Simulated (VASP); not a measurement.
# Pt (Im-3m) in VASP: settings compared

The runs below take Pt through single point, with LDA, PBEsol.

Everything below comes from runs of VASP 6.6.1. Logs are shortened: lines on timing, memory, paths and dates and some standing lists are left out, and cuts for length are marked.

### Step 1. The cell of the first run

It takes space group Im-3m (No. 229, cubic). Conventional cell: a = 3.210 Å, b = 3.210 Å, c = 3.210 Å, α = 90.00°, β = 90.00°, γ = 90.00°. Within 3.7 Å of Pt (site symmetry m-3m) lie 14 Pt at 2.78 to 3.21 Å.

### Step 2. Single point, LDA

Input file INCAR:

```
SYSTEM = Pt
PREC     = Accurate       ! precision mode
ENCUT    = 520            ! plane-wave cutoff, eV
EDIFF    = 1E-7           ! SCF threshold, eV
ISMEAR   = -1             ! smearing method
SIGMA    = 0.05           ! smearing width, eV
LREAL    = .False.        ! projectors in reciprocal space
LASPH    = .True.         ! aspherical terms in the spheres
NELM     = 80             ! most SCF steps
ALGO     = Normal         ! electronic algorithm
ISIF     = 2              ! what is computed and relaxed
LWAVE    = .False.        ! write WAVECAR
LCHARG   = .False.        ! write CHGCAR
NBANDS   = 11             ! bands
```

Input file KPOINTS:

```
Automatic mesh
0
Gamma
  12 12 12
  0 0 0
```

Input file POSCAR:

```
Pt
1.0
   -1.6050673907      1.6050673907      1.6050673907
    1.6050673907     -1.6050673907      1.6050673907
    1.6050673907      1.6050673907     -1.6050673907
Pt
1
Direct
    0.0000000000      0.0000000000      0.0000000000
```

Potentials or basis: VASP PAW LDA potentials, release 64 (Pt).

Started as:

```sh
> cat potpaw_LDA.64/Pt/POTCAR > POTCAR
> mpirun -np 1 vasp_std > vasp.out
```

OUTCAR:

```text
SYSTEM = Pt
   PREC = Accurate
   ENCUT = 520
   EDIFF = 1E-7
   ISMEAR = -1
   LREAL = .False.
   LASPH = .True.
   NELM = 80
   ISIF = 2

 ion  position               nearest neighbor table
   1  0.000  0.000  0.000-

  LATTYP: Found a body centered cubic cell.
 ALAT       =     3.2101347814

  Lattice vectors:

 A1 = (  -1.6050673907,   1.6050673907,   1.6050673907)
 A2 = (   1.6050673907,  -1.6050673907,   1.6050673907)
 A3 = (   1.6050673907,   1.6050673907,  -1.6050673907)

Analysis of symmetry for initial positions (statically):
=====================================================================
 Subroutine PRICEL returns:
 Original cell was already a primitive cell.

 Routine SETGRP: Setting up the symmetry group for a
 body centered cubic supercell.

 Subroutine GETGRP returns: Found 48 space group operations
[... 9 lines left out ...]

 Routine SETGRP: Setting up the symmetry group for a
 body centered cubic supercell.

 Subroutine GETGRP returns: Found 48 space group operations
[... 11 lines left out ...]
                                     Primitive cell

  volume of cell :      16.5402

  direct lattice vectors                    reciprocal lattice vectors
    -1.605067391  1.605067391  1.605067391     0.000000000  0.311513400  0.311513400
     1.605067391 -1.605067391  1.605067391     0.311513400  0.000000000  0.311513400
     1.605067391  1.605067391 -1.605067391     0.311513400  0.311513400  0.000000000

  length of vectors
     2.780058270  2.780058270  2.780058270     0.440546475  0.440546475  0.440546475

  position of ions in fractional coordinates (direct lattice)
     0.000000000  0.000000000  0.000000000

  ion indices of the primitive-cell ions
   primitive index   ion index
                 1           1

----------------------------------------------------------------------------------------

 KPOINTS: Automatic mesh

Automatic generation of k-mesh.
 Grid dimensions read from file:
 generate k-points for:   12   12   12

 Generating k-lattice:

  Cartesian coordinates                     Fractional coordinates (reciprocal lattice)
     0.000000000  0.025959450  0.025959450     0.083333333  0.000000000  0.000000000
     0.025959450  0.000000000  0.025959450     0.000000000  0.083333333  0.000000000
     0.025959450  0.025959450  0.000000000     0.000000000  0.000000000  0.083333333

  Length of vectors
     0.036712206  0.036712206  0.036712206
[... 50 lines left out ...]
   LSORBIT =      F    spin-orbit coupling
   LASPH  =      T    aspherical Exc in radial PAW
   ENCUT  =  520.0 eV  38.22 Ry    6.18 a.u.   5.17  5.17  5.17*2*pi/ulx,y,z
   NELM   =     80;   NELMIN=  2; NELMDL= -5     # of ELM steps
   EDIFF  = 0.1E-06   stopping-criterion for ELM
   LREAL  =      F    real-space projection
   EDIFFG = 0.1E-05   stopping-criterion for IOM
   NSW    =      0    number of steps for IOM
   IBRION =     -1    ionic relax: 0-MD 1-quasi-New 2-CG
   NFREE  =      0    steps in history (QN), initial steepest desc. (CG)
   ISIF   =      2    stress and relaxation
   ISYM   =      2    0-nonsym 1-usesym 2-fastsym
   POTIM  = 0.5000    time-step for ionic-motion
   TEBEG  =    0.0;   TEEND  =   0.0 temperature during run
   PSTRESS=    0.0 pullay stress
   NELECT =      10.0000    total number of electrons
   NUPDOWN=      -1.0000    fix difference up-down
   EMIN   =  10.00;   EMAX   =-10.00  energy-range for DOS
   EFERMI =   0.00;   METHOD = LEGACY
   ISMEAR =    -1;   SIGMA  =   0.05  broadening in eV -4-tet -1-fermi 0-gaus
   EFERMI_NEDOS =   21; number of points for ismear=-14 and -15
   IALGO  =     38    algorithm
   IMIX   =      4    mixing-type and parameters
     AMIX     =   0.40;   BMIX     =  1.00
     AMIX_MAG =   1.60;   BMIX_MAG =  1.00
  volume/ion in A,a.u.               =      16.54       111.62
  Fermi-wavevector in a.u.,A,eV,Ry     =   1.384294  2.615936 26.072422  1.916269
  Thomas-Fermi vector in A             =   2.508811
   LORBIT       =      0    0 simple, 1 ext, 2 COOP (PROOUT), +10 PAW based schemes
   GGA     = CA    functional components
   LHFCALC =     F    Hartree Fock is set to
   AEXX    =    0.0000 exact exchange contribution
   IVDW    =     0    specifies the selected vdW correction
   LEPSILON=     F    determine dielectric tensor
   LRPA    =     F    only Hartree local field effects (RPA)
 non-spin polarized calculation
  energy-cutoff  :      520.00
  volume of cell :       16.54
 maximum number of plane-waves:       466
 NGX is ok and might be reduce to    24
   NGX = 11   NGY = 11   NGZ = 11

 number of electron      10.0000000 magnetization

 Free energy of the ion-electron system (eV)
  ---------------------------------------------------
  ext. energy  EPLUGINS =         0.00000000
  ---------------------------------------------------
  free energy    TOTEN  =        -7.28197290 eV

  energy without entropy =       -7.27494241  energy(sigma->0) =       -7.27845766

 E-fermi :   9.1833     XC(G=0): -13.1525

 val. band max:        9.1217016808   @ k =   0.5000   0.5000   0.4167
 cond. band min:       9.2067268087   @ k =  -0.4167  -0.4167   0.1667
 fundamental gap:      0.0850251280
 Fermi energy:         9.1833452481

 k-point     1 :       0.0000    0.0000    0.0000
  band No.  band energies     occupation
      1       0.1863      2.00000
      2       5.9774      2.00000
      3       5.9774      2.00000
      4       5.9774      2.00000
      5       8.3508      2.00000
      6       8.3508      2.00000
      7      26.3199      0.00000
      8      26.3199      0.00000
      9      26.3199      0.00000
     10      35.7461      0.00000
     11      35.7712      0.00000
[... 309 lines left out ...]
 k-point    24 :       0.4167    0.0833    0.0833
  band No.  band energies     occupation
      1       3.5337      2.00000
      2       4.6581      2.00000
      3       7.7873      2.00000
      4       8.2878      2.00000
      5       8.6542      1.99995
      6      12.5157      0.00000
      7      14.8271      0.00000
      8      22.2777      0.00000
      9      22.7419      0.00000
     10      32.7989      0.00000
     11      33.5030      0.00000

 [... further k-points ...]
[... 5 lines left out ...]
  --------------------------------------------------------------------------------------
  -------------------------------------------------------------------------------------
  Total       -2.3625831     -2.3625831     -2.3625831     -0.0000000      0.0000000      0.0000000
  in kB     -228.8536624   -228.8536624   -228.8536624     -0.0000000      0.0000000      0.0000000
  external PRESSURE =    -228.8536624 kB  Pullay stress =       0.0000000 kB

 VOLUME and BASIS-vectors are now :
 -----------------------------------------------------------------------------
  energy-cutoff  :      520.00
  volume of cell :       16.54
      direct lattice vectors                 reciprocal lattice vectors
    -1.605067391  1.605067391  1.605067391     0.000000000  0.311513400  0.311513400
     1.605067391 -1.605067391  1.605067391     0.311513400  0.000000000  0.311513400
     1.605067391  1.605067391 -1.605067391     0.311513400  0.311513400  0.000000000

 POSITION                                       TOTAL-FORCE (eV/Angst)
 -----------------------------------------------------------------------------------
      0.00000      0.00000      0.00000         0.000000     -0.000000     -0.000000
 -----------------------------------------------------------------------------------
    total drift:                               -0.000000     -0.000000      0.000000

  FREE ENERGIE OF THE ION-ELECTRON SYSTEM (eV)
  ---------------------------------------------------
  free  energy   TOTEN  =        -7.2819729000 eV

  energy  without entropy=       -7.2749424118  energy(sigma->0) =       -7.27845766
```

stdout:

```text
POSCAR found type information on POSCAR Pt
 POSCAR found :  1 types and       1 ions
 scaLAPACK will be used
 LDA part: xc-table for (Slater(with rela. corr.)+CA(PZ))
 , standard interpolation
 POSCAR, INCAR and KPOINTS ok, starting setup
 FFT: planning ... GRIDC
 FFT: planning ... GRID_SOFT
 FFT: planning ... GRID
 WAVECAR not read
 entering main loop
```

Run time: 19 s. Hardware: 1 thread of AMD EPYC 7R43 (Zen 3), shared host; peak memory 0.1 GiB.

What came out:

* Free energy: -7.2820 eV
* Pressure: -22.9 GPa
* Band gap on the k mesh: zero (band 5 reaches 10.16 eV, above the bottom of band 6 at 8.21 eV)

Levels at points of the mesh, in eV from the Fermi level:
```tsv
k point	band 2	band 3	band 4	band 5	band 6	band 7	band 8	band 9
(0.00, 0.00, 0.00)	-3.21	-3.21	-3.21	-0.83	-0.83	17.14	17.14	17.14
(0.50, 0.00, 0.00)	-4.53	-1.02	-0.54	0.47	1.01	5.96	13.28	15.45
(0.50, 0.50, 0.50)	-5.57	0.53	0.53	0.53	7.59	7.59	7.59	12.14
```

Caveat: spin-orbit coupling is left out, which moves the levels of the heavy elements.

### Step 3. Single point, PBEsol

This run uses another cell than the first one, of 16.22 Å³/atom, 0.981 times its volume.

Input file INCAR:

```
ALGO     = Normal         # electronic algorithm
EDIFF    = 1E-6           # SCF threshold, eV
ENCUT    = 520            # plane-wave cutoff, eV
GGA      = PS             # functional
ISIF     = 2              # what is computed and relaxed
ISMEAR   = -1             # smearing method
LASPH    = True           # aspherical terms in the spheres
LCHARG   = False          # write CHGCAR
LREAL    = False          # projectors in reciprocal space
LWAVE    = False          # write WAVECAR
NBANDS   = 11             # bands
NELM     = 100            # most SCF steps
PREC     = Accurate       # precision mode
SIGMA    = 0.05           # smearing width, eV
```

Input file KPOINTS:

```
k-points
0
Gamma
  12 12 12
```

Input file POSCAR:

```
Pt
1.0
   -1.5947118289      1.5947118289      1.5947118289
    1.5947118289     -1.5947118289      1.5947118289
    1.5947118289      1.5947118289     -1.5947118289
Pt
1
Direct
    0.0000000000      0.0000000000      0.0000000000
```

Potentials or basis: VASP PAW PBE potentials, release 64 (Pt).

Started as:

```sh
> cat potpaw_PBE.64/Pt/POTCAR > POTCAR
> mpirun -np 1 vasp_std > vasp.out
```

It took 18 s on 1 thread of AMD EPYC 7R43 (Zen 3), shared host; peak memory 0.11 GiB.

The run converged. Its results:

```yaml
Free_energy: -6.8155 eV
Pressure: -15.6 GPa
Band_gap_on_the_k_mesh: zero (band 5 reaches 10.52 eV, above the bottom of band 6 at 8.48 eV)
```

Levels at points of the mesh, in eV from the Fermi level:
```tsv
k point	band 2	band 3	band 4	band 5	band 6	band 7	band 8	band 9
(0.00, 0.00, 0.00)	-3.28	-3.28	-3.28	-0.87	-0.87	17.15	17.15	17.15
(0.50, 0.00, 0.00)	-4.65	-1.05	-0.56	0.35	1.06	6.11	13.29	15.64
(0.50, 0.50, 0.50)	-5.76	0.56	0.56	0.56	7.61	7.61	7.61	12.40
```

Caveat: the PAW data sets were made with another functional, which shifts forces and pressure a little; spin-orbit coupling is left out, which moves the levels of the heavy elements.

### Step 4. Single point, LDA

This run uses another cell than the first one, of 16.86 Å³/atom, 1.019 times its volume.

Input file INCAR:

```
SYSTEM = Pt
PREC = Accurate ; ENCUT = 520
EDIFF = 1E-6 ; ISMEAR = -1
SIGMA = 0.05 ; LREAL = .False.
LASPH = .True. ; NELM = 60
ALGO = Normal ; ISIF = 2
LWAVE = .False. ; LCHARG = .False.
NBANDS = 11
```

Input file KPOINTS:

```
regular mesh
0
Gamma
  12 12 12
  0 0 0
```

Input file POSCAR:

```
Pt
1.0
   -1.6152910255      1.6152910255      1.6152910255
    1.6152910255     -1.6152910255      1.6152910255
    1.6152910255      1.6152910255     -1.6152910255
Pt
1
Direct
    0.0000000000      0.0000000000      0.0000000000
```

Potentials or basis: VASP PAW LDA potentials, release 64 (Pt).

Started as:

```sh
> cat potpaw_LDA.64/Pt/POTCAR > POTCAR
> mpirun -np 1 vasp_std > vasp.out
```

OUTCAR:

```text
SYSTEM = Pt
   PREC = Accurate
   ENCUT = 520
   EDIFF = 1E-6
   ISMEAR = -1
   LREAL = .False.
   LASPH = .True.
   NELM = 60
   ISIF = 2

 ion  position               nearest neighbor table
   1  0.000  0.000  0.000-

  LATTYP: Found a body centered cubic cell.
 ALAT       =     3.2305820510

  Lattice vectors:

 A1 = (  -1.6152910255,   1.6152910255,   1.6152910255)
 A2 = (   1.6152910255,  -1.6152910255,   1.6152910255)
 A3 = (   1.6152910255,   1.6152910255,  -1.6152910255)

Analysis of symmetry for initial positions (statically):
=====================================================================
 Subroutine PRICEL returns:
 Original cell was already a primitive cell.

 Routine SETGRP: Setting up the symmetry group for a
 body centered cubic supercell.

 Subroutine GETGRP returns: Found 48 space group operations
[... 9 lines left out ...]

 Routine SETGRP: Setting up the symmetry group for a
 body centered cubic supercell.

 Subroutine GETGRP returns: Found 48 space group operations
[... 11 lines left out ...]
                                     Primitive cell

  volume of cell :      16.8582

[... 131 lines left out ...]

  energy without entropy =       -7.22648540  energy(sigma->0) =       -7.23014595

 E-fermi :   8.8634     XC(G=0): -13.0445

 val. band max:        8.8003290150   @ k =   0.5000   0.5000   0.4167
 cond. band min:       8.8827252544   @ k =  -0.4167  -0.4167   0.1667
 fundamental gap:      0.0823962394
 Fermi energy:         8.8634199981

 k-point     1 :       0.0000    0.0000    0.0000
  band No.  band energies     occupation
      1       0.0496      2.00000
      2       5.7484      2.00000
      3       5.7484      2.00000
      4       5.7484      2.00000
      5       8.0558      2.00000
      6       8.0558      2.00000
      7      25.9917      0.00000
      8      25.9917      0.00000
      9      25.9917      0.00000
     10      35.0490      0.00000
     11      35.0502      0.00000
[... 309 lines left out ...]
 k-point    24 :       0.4167    0.0833    0.0833
  band No.  band energies     occupation
      1       3.3690      2.00000
      2       4.4695      2.00000
      3       7.5241      2.00000
      4       7.9908      2.00000
      5       8.3452      1.99994
      6      12.1506      0.00000
      7      14.3677      0.00000
      8      21.9013      0.00000
      9      22.2589      0.00000
     10      32.2619      0.00000
     11      33.0655      0.00000

 [... further k-points ...]
[... 5 lines left out ...]
  --------------------------------------------------------------------------------------
  -------------------------------------------------------------------------------------
  Total       -2.7163033     -2.7163033     -2.7163033      0.0000000     -0.0000000      0.0000000
  in kB     -258.1526080   -258.1526080   -258.1526080      0.0000000     -0.0000000      0.0000000
  external PRESSURE =    -258.1526080 kB  Pullay stress =       0.0000000 kB

 VOLUME and BASIS-vectors are now :
 -----------------------------------------------------------------------------
  energy-cutoff  :      520.00
  volume of cell :       16.86
      direct lattice vectors                 reciprocal lattice vectors
    -1.615291025  1.615291025  1.615291025     0.000000000  0.309541743  0.309541743
     1.615291025 -1.615291025  1.615291025     0.309541743  0.000000000  0.309541743
     1.615291025  1.615291025 -1.615291025     0.309541743  0.309541743  0.000000000

 POSITION                                       TOTAL-FORCE (eV/Angst)
 -----------------------------------------------------------------------------------
      0.00000      0.00000      0.00000         0.000000      0.000000      0.000000
 -----------------------------------------------------------------------------------
    total drift:                               -0.000000      0.000000      0.000000

  FREE ENERGIE OF THE ION-ELECTRON SYSTEM (eV)
  ---------------------------------------------------
  free  energy   TOTEN  =        -7.2338064949 eV

  energy  without entropy=       -7.2264853999  energy(sigma->0) =       -7.23014595
```

OSZICAR:

```text
N       E                     dE             d eps       ncg     rms          rms(c)
DAV:   1     0.376201046923E+02    0.37620E+02   -0.52302E+03  1616   0.829E+02
DAV:   2    -0.703849413657E+01   -0.44659E+02   -0.42468E+02  1755   0.171E+02
DAV:   3    -0.766256713513E+01   -0.62407E+00   -0.61985E+00  1861   0.194E+01
DAV:   4    -0.766501961630E+01   -0.24525E-02   -0.24523E-02  1803   0.142E+00
DAV:   5    -0.766504073452E+01   -0.21118E-04   -0.21119E-04  1885   0.124E-01    0.928E+00
DAV:   6    -0.726417004789E+01    0.40087E+00   -0.11161E+00  1680   0.783E+00    0.471E+00
DAV:   7    -0.723741298793E+01    0.26757E-01   -0.83046E-02  1815   0.207E+00    0.226E+00
DAV:   8    -0.723390475282E+01    0.35082E-02   -0.21381E-03  1713   0.430E-01    0.411E-01
DAV:   9    -0.723380421347E+01    0.10054E-03   -0.31345E-05  1797   0.488E-02    0.117E-02
DAV:  10    -0.723380648948E+01   -0.22760E-05   -0.80049E-07  1723   0.614E-03    0.323E-03
DAV:  11    -0.723380649489E+01   -0.54106E-08   -0.48551E-08   999   0.182E-03
   1 F= -.72338065E+01 E0= -.72301459E+01  d E =-.732110E-02
```

stdout:

```text
POSCAR found type information on POSCAR Pt
 POSCAR found :  1 types and       1 ions
 scaLAPACK will be used
 LDA part: xc-table for (Slater(with rela. corr.)+CA(PZ))
 , standard interpolation
 POSCAR, INCAR and KPOINTS ok, starting setup
 FFT: planning ... GRIDC
 FFT: planning ... GRID_SOFT
 FFT: planning ... GRID
 WAVECAR not read
 entering main loop
```

Run time: 17 s. Hardware: 1 thread of AMD EPYC 7R43 (Zen 3), shared host; peak memory 0.1 GiB.

Results:

- Free energy: -7.2338 eV
- Pressure: -25.8 GPa
- Band gap on the k mesh: zero (band 5 reaches 9.80 eV, above the bottom of band 6 at 7.92 eV)

Caveat: spin-orbit coupling is left out, which moves the levels of the heavy elements.

### Step 5. The runs side by side

```csv
level,potentials or basis,cell,gap on the mesh (eV),pressure (GPa)
LDA,"VASP PAW LDA potentials, release 64 (Pt)","a = 2.780 Å, angles 109.5°, 1 atom",none,-22.9
PBEsol,"VASP PAW PBE potentials, release 64 (Pt)","a = 2.762 Å, angles 109.5°, 1 atom",none,-15.6
LDA,"VASP PAW LDA potentials, release 64 (Pt)","a = 2.798 Å, angles 109.5°, 1 atom",none,-25.8
```

Alike in all rows: task single point; no spin polarisation; k mesh 12 × 12 × 12; cutoff (eV) 520; smearing fermi-dirac 0.05 eV.

Caveats: spin-orbit coupling is left out, which moves the levels of the heavy elements; the PAW data sets were made with another functional, which shifts forces and pressure a little (some runs).

Total energies depend on the potentials used, so only differences within one code and one set of settings carry meaning.
